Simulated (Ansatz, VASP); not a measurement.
## One calculation of Si4GePt, two programs

```xyz
6
Lattice="4.3119 0.0000 0.0000 -2.1559 3.7342 0.0000 0.0000 0.0000 6.0532" Properties=species:S:1:pos:R:3 pbc="T T T"
Si    0.0000    2.4894    4.7498
Si    0.0000    2.4894    1.3035
Si    2.1559    1.2447    4.7498
Si    2.1559    1.2447    1.3035
Ge    0.0000    0.0000    3.0266
Pt    0.0000    0.0000    0.0000
```

Change from the starting cell: species swapped into the TaCrB4 type (P6/mmm, No. 191).

Alike in both runs: functional PBE; k mesh 12 × 12 × 6; occupations gaussian, width 0.1 eV; no spin polarisation.

Ansatz relaxed the structure, and its values are those at the end. VASP's run is a single point on that final structure, the one shown.

|  | VASP | Ansatz |
| --- | --- | --- |
| version | VASP 6.6.1 | Ansatz 0.2.0 |
| potentials or method | VASP PAW PBE potentials, release 64 (Si, Ge_d, Pt), cutoff 520 eV | scalar-relativistic, plane waves, PAW |
| valence electrons in the cell | 40 | 48 |

|  | VASP | Ansatz | Ansatz less VASP |
| --- | --- | --- | --- |
| gap on the k mesh at the Fermi level (eV) | none | none | - |
| pressure (GPa) | -0.1 | 0.0 | +0.10 |
| rms of the force components (eV/Å) | 0.003 | 0.000 | -0.0032 |

A gap of «none» marks a metal or a gap that the smearing closes. VASP's potentials hold 40 valence electrons a cell and Ansatz's 48, so a difference there can come from the potentials and not from the codes.

Spin-orbit coupling is off throughout.
